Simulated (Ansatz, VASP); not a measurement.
# Two plane-wave programs on Sc

INCAR

```
SYSTEM = Sc
ALGO     = Normal         ! electronic algorithm
EDIFF    = 1E-6           ! SCF threshold, eV
ENCUT    = 500            ! plane-wave cutoff, eV
GGA      = PS             ! functional
GGA_COMPAT= .False.      
ISIF     = 2              ! what is computed and relaxed
ISMEAR   = -1             ! smearing method
LASPH    = .True.         ! aspherical terms in the spheres
LCHARG   = .False.        ! write CHGCAR
LREAL    = .False.        ! projectors in reciprocal space
LWAVE    = .False.        ! write WAVECAR
NBANDS   = 18             ! bands
NELM     = 120            ! most SCF steps
PREC     = Accurate       ! precision mode
SIGMA    = 0.0816         ! smearing width, eV
```

File KPOINTS:

```
k-points
0
Gamma
  9 9 5
  0 0 0
```

Contents of POSCAR:

```
Sc
1.0
    3.2791370533      0.0000000000      0.0000000000
   -1.6395685267      2.8398159907      0.0000000000
    0.0000000000      0.0000000000      5.3122020264
Sc
2
Direct
    0.3333333330      0.6666666670      0.2500000000
    0.6666666670      0.3333333330      0.7500000000
```

Input for Ansatz:

```yaml
crystal:
  lattice:
    - [3.2791370533, 0.0, 0.0]
    - [-1.6395685267, 2.8398159907, 0.0]
    - [0.0, 0.0, 5.3122020264]
  atoms:
    - { symbol: Sc, position: [0.333333333, 0.666666667, 0.25] }
    - { symbol: Sc, position: [0.666666667, 0.333333333, 0.75] }
kpoints:
  mp_grid: { grid: [9, 9, 5] }
scf:
  occupations: { method: fermi_dirac, width: 0.0816 }
hamiltonian:
  xc: pbesol
  pseudopotentials: { kind: paw }
output:
  forces: true
  stress: true
  eigenvalues: true
  core_levels:
    shells: { Sc: ["2p"] }
    counted_from: fermi_level
    add_spin: false
  write_density: true
  write_potential: true
  elf: true
  volumetric_format: npy
```

Alike in both runs: task single point; functional PBEsol; k mesh 9 × 9 × 5; occupations fermi-dirac, width 0.0816 eV; no spin polarisation.

|  | VASP | Ansatz |
| --- | --- | --- |
| version | VASP 6.6.1 | Ansatz 0.2.0 |
| potentials or method | VASP PAW PBE potentials, release 64 (Sc_sv) | PAW with Ansatz's default frozen-core files, scalar-relativistic |
| plane-wave cutoff (eV) | 500 | 420 |
| valence electrons in the cell | 22 | 22 |

|  | VASP | Ansatz | Ansatz less VASP |
| --- | --- | --- | --- |
| pressure (GPa) | -2.2 | -2.2 | +0.01 |
| traceless stress, the component that is largest in VASP (GPa) | -1.79 | -1.79 | -0.001 |

VASP's potentials were made for PBE, not for PBEsol.
